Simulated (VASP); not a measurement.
Crystal: HfB.

```
CELL_PARAMETERS angstrom
0.00000 2.29450 2.29450
2.29450 0.00000 2.29450
2.29450 2.29450 0.00000
ATOMIC_POSITIONS crystal
Hf 0.50000 0.50000 0.50000
B 0.00000 0.00000 0.00000
```

Program: VASP 6.6.1. Alike in all runs: task single point; no spin polarisation; cell as given; cutoff (eV) 520; smearing fermi-dirac 0.05 eV.

Task: Order these runs on this cell by their pressure, lowest first.
A. level LDA; potentials or basis VASP PAW LDA potentials, release 64 (Hf_pv, B); k mesh 10 × 10 × 10
B. level PBE; potentials or basis VASP PAW PBE potentials, release 64 (Hf_pv, B); k mesh 10 × 10 × 10
C. level HSE06; potentials or basis VASP PAW PBE potentials, release 64 (Hf_pv, B); k mesh 6 × 6 × 6; grid for exact exchange (PRECFOCK) Normal; screening parameter 0.2079 1/Å
D. level PBEsol; potentials or basis VASP PAW PBE potentials, release 64 (Hf_pv, B); k mesh 10 × 10 × 10

Result: A (25.2 GPa), D (30.0 GPa), C (34.1 GPa), B (36.4 GPa).

Caveats: some runs use coarse meshes; the PAW data sets were made with another functional, which shifts forces and pressure a little (some runs).
